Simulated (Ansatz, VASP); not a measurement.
**Two plane-wave programs on Ge**

```
CELL_PARAMETERS angstrom
0.00000 2.82900 2.82900
2.82900 0.00000 2.82900
2.82900 2.82900 0.00000
ATOMIC_POSITIONS crystal
Ge 0.00000 0.00000 0.00000
Ge 0.25000 0.25000 0.25000
```

Alike in both runs: task single point; functional LDA; k mesh 6 × 6 × 6; occupations gaussian, width 0.1 eV; no spin polarisation.

```csv
,VASP,Ansatz
version,VASP 6.6.1,Ansatz 0.2.0
potentials or method,"VASP PAW LDA potentials, release 64 (Ge_d), cutoff 520 eV","scalar-relativistic, plane waves, PAW"
valence electrons in the cell,28,28
```

```tsv
	VASP	Ansatz	Ansatz less VASP
gap on the k mesh at the Fermi level (eV)	none	none	-
pressure (GPa)	-1.0	-1.2	-0.18
```

LDA's correlation is that of Perdew and Zunger in VASP and of Perdew and Wang (1992) in Ansatz. A gap of «none» marks a metal or a gap that the smearing closes.
